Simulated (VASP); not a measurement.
ZrC, 2 atoms in the cell. The structure is cubic, space group Fm-3m (No. 225). The conventional cell has a = 4.673 Å, b = 4.673 Å, c = 4.673 Å, α = 90.00°, β = 90.00°, γ = 90.00°. Within 3.1 Å of Zr (site symmetry m-3m) lie 6 C at 2.34 Å. C (site symmetry m-3m) has 6 Zr at 2.34 Å within 3.1 Å. 

| Item | Value |
| --- | --- |
| Program | VASP 6.6.1 |
| Task | single point |
| Functional | PBE |
| Dispersion | D3(BJ) |
| Potentials or basis | VASP PAW PBE potentials, release 64 (Zr_sv, C) |
| Cutoff | 520 eV |
| k mesh | 12 × 12 × 12 |
| Occupations | methfessel-paxton, width 0.1 eV |
| Spin | no spin polarisation |
| Dipole correction | no |
| Further INCAR settings | ALGO = Normal; EDIFF = 1e-07; NBANDS = 15 |

Potentials or basis: VASP PAW PBE potentials, release 64 (Zr_sv, C).

Command:

```bash
$ cat potpaw_PBE.64/Zr_sv/POTCAR potpaw_PBE.64/C/POTCAR > POTCAR
$ mpirun -np 1 vasp_std > vasp.out
```

Hardware: 1 thread of Intel Xeon 8259CL, on a shared host.

Task: Estimate the wall time of this run.

Result: It took 27 s on 1 thread of Intel Xeon 8259CL, with other jobs on the host, peak memory 0.18 GiB. Counts: scf iterations 14, k points 72.
